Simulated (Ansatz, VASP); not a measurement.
Two plane-wave programs on Co

```
CELL_PARAMETERS angstrom
4.00330 0.00000 0.00000
-2.00165 3.46696 0.00000
0.00000 0.00000 2.45202
ATOMIC_POSITIONS crystal
Co 0.00000 0.00000 0.00000
Co 0.33333 0.66667 0.50000
Co 0.66667 0.33333 0.50000
```

Alike in both runs: task single point; functional PBEsol; k mesh 11 × 11 × 15; occupations fermi-dirac, width 0.1 eV; no spin polarisation.

```csv
,VASP,Ansatz
version,VASP 6.6.1,Ansatz 0.2.0
potentials or method,"VASP PAW PBE potentials, release 64 (Co), cutoff 520 eV","plane waves (420 eV) with PAW, scalar-relativistic"
valence electrons in the cell,27,51
```

```tsv
	VASP	Ansatz	Ansatz less VASP
pressure (GPa)	-23.6	-23.5	+0.07
traceless stress, the component that is largest in VASP (GPa)	1.16	1.21	+0.046
```

VASP's potentials were made for PBE, not for PBEsol, and Ansatz warns of the same on its side. The functional is the same, so the differences come from potentials, cutoffs and numerics. VASP's potentials hold 27 valence electrons a cell and Ansatz's 51, so a difference there can come from the potentials and not from the codes.
